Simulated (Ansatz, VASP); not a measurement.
Two plane-wave programs on Co

```
Co
1.0
     2.43717    0.00000    0.00000
    -1.21859    2.11065    0.00000
     0.00000    0.00000    7.97892
Co
4
Direct
  0.66667 0.33333 0.75000
  0.00000 0.00000 0.50000
  0.33333 0.66667 0.25000
  0.00000 0.00000 0.00000
```

Alike in both runs: task single point; functional RPBE; k mesh 12 × 12 × 4; occupations fermi-dirac, width 0.05 eV; collinear spin.

|  | VASP | Ansatz |
| --- | --- | --- |
| version | VASP 6.6.1 | Ansatz 0.2.0 |
| potentials or method | VASP PAW PBE potentials, release 64 (Co) | Ansatz PAW |
| plane-wave cutoff (eV) | 520 | 420 |
| valence electrons in the cell | 36 | 68 |

```csv
,VASP,Ansatz,Ansatz less VASP
gap on the k mesh at the Fermi level (eV),none,none,-
pressure (GPa),20.2,21.3,+1.13
"traceless stress, the component that is largest in VASP (GPa)",-2.74,-2.84,-0.096
net moment per atom (μB),1.61,1.62,+0.013
size of the moment on the site where the two differ most (μB),1.63,1.71,+0.075
```

VASP's potentials were made for PBE, not for RPBE. Site moments also hang on the region over which each program counts them. A gap of «none» marks a metal or a gap that the smearing closes. With one functional, cell and mesh, what is left measures potentials, basis and numerics. VASP's potentials hold 36 valence electrons a cell and Ansatz's 68, so a difference there can come from the potentials and not from the codes.
